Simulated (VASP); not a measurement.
Runs of VASP 6.6.1 on AgCl. The structure is that of space group P2_1/m (No. 11), or close to it. The cells are those of the table. 

```tsv
cell	gap on the mesh (eV)	pressure (GPa)	largest force (eV/Å)
a = 3.927, b = 4.003, c = 5.599 Å, angles 90.0, 95.6, 90.0°, 4 atoms	0.90	-0.3	0.07
a = 3.847, b = 3.921, c = 5.485 Å, angles 90.0, 95.6, 90.0°, 4 atoms	0.90	(b)	0.09
a = 3.953, b = 4.030, c = 5.637 Å, angles 90.0, 95.6, 90.0°, 4 atoms	(a)	-1.1	0.06
a = 3.874, b = 3.949, c = 5.524 Å, angles 90.0, 95.6, 90.0°, 4 atoms	0.90	1.6	0.08
a = 3.901, b = 3.976, c = 5.562 Å, angles 90.0, 95.6, 90.0°, 4 atoms	0.90	0.5	0.08
```

Alike in all rows: task single point; level PBE; potentials or basis VASP PAW PBE potentials, release 64 (Ag, Cl); no spin polarisation; k mesh 7 × 7 × 5; cutoff (eV) 520; smearing fermi-dirac 0.05 eV.

Problem. Fill in the values left out.

Solution. (a) 0.91; (b) 2.7.

Caveats: an odd mesh through Γ misses points on the zone boundary, where band edges can lie.

A k mesh can miss the band edges, and the runs leave out spin-orbit coupling on Ag.
